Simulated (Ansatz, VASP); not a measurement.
**W6C in VASP and in Ansatz**

Contents of INCAR:

```
  PREC = Accurate
  ENCUT = 520
  EDIFF = 1E-7
  ISMEAR = 0
  SIGMA = 0.1
  LREAL = False
  LASPH = True
  NELM = 80
  ALGO = Normal
  ISIF = 2
  LWAVE = False
  LCHARG = True
  GGA = PE
  LELF = True
  LVHAR = True
  NBANDS = 53
```

The input KPOINTS:

```
regular mesh
0
Gamma
  4 4 4
```

POSCAR

```
W6C
1.0
   -3.0989559300      3.0989559300      3.0989559300
    3.0989559300     -3.0989559300      3.0989559300
    3.0989559300      3.0989559300     -3.0989559300
W C
6 1
Direct
    0.7256271800      0.7256271800      0.0000000000
    0.2743728200      0.2743728200      0.0000000000
    0.0000000000      0.2743728200      0.2743728200
    0.0000000000      0.7256271800      0.7256271800
    0.7256271800      0.0000000000      0.7256271800
    0.2743728200      0.0000000000      0.2743728200
    0.0000000000      0.0000000000      0.0000000000
```

Input for Ansatz:

```yaml
crystal:
  lattice:
    - [-3.09895593, 3.09895593, 3.09895593]
    - [3.09895593, -3.09895593, 3.09895593]
    - [3.09895593, 3.09895593, -3.09895593]
  atoms:
    - { symbol: W, position: [0.72562718, 0.72562718, 0.0] }
    - { symbol: W, position: [0.27437282, 0.27437282, 0.0] }
    - { symbol: W, position: [0.0, 0.27437282, 0.27437282] }
    - { symbol: W, position: [0.0, 0.72562718, 0.72562718] }
    - { symbol: W, position: [0.72562718, 0.0, 0.72562718] }
    - { symbol: W, position: [0.27437282, 0.0, 0.27437282] }
    - { symbol: C, position: [0.0, 0.0, 0.0] }
basis:
  ecutwfc: 420
kpoints:
  mp_grid: { grid: [4, 4, 4] }
hamiltonian:
  xc: pbe
scf:
  occupations: { method: gaussian, width: 0.1 }
  lower_state_search: "off"
output:
  forces: true
  stress: true
  eigenvalues: true
```

Change from the starting cell: species swapped into the SF6 type (Im-3m, No. 229).

Alike in both runs: task single point; functional PBE; k mesh 4 × 4 × 4; occupations gaussian, width 0.1 eV; no spin polarisation.

|  | VASP | Ansatz |
| --- | --- | --- |
| version | VASP 6.6.1 | Ansatz 0.2.0 |
| potentials or method | VASP PAW PBE potentials, release 64 (W_sv, C), cutoff 520 eV | scalar-relativistic, plane waves, PAW |
| valence electrons in the cell | 88 | 88 |

Ansatz gave:

| Property | Result |
| --- | --- |
| gap on the k mesh at the Fermi level (eV) | none |
| rms of the force components (eV/Å) | 11.684 |

Problem. What did VASP give for the same quantities?

Solution. gap on the k mesh at the Fermi level (eV): none; rms of the force components (eV/Å): 12.028.

Atom by atom the forces differ by 0.345 eV/Å (rms over components). A gap of «none» marks a metal or a gap that the smearing closes.

Spin-orbit coupling is off throughout.
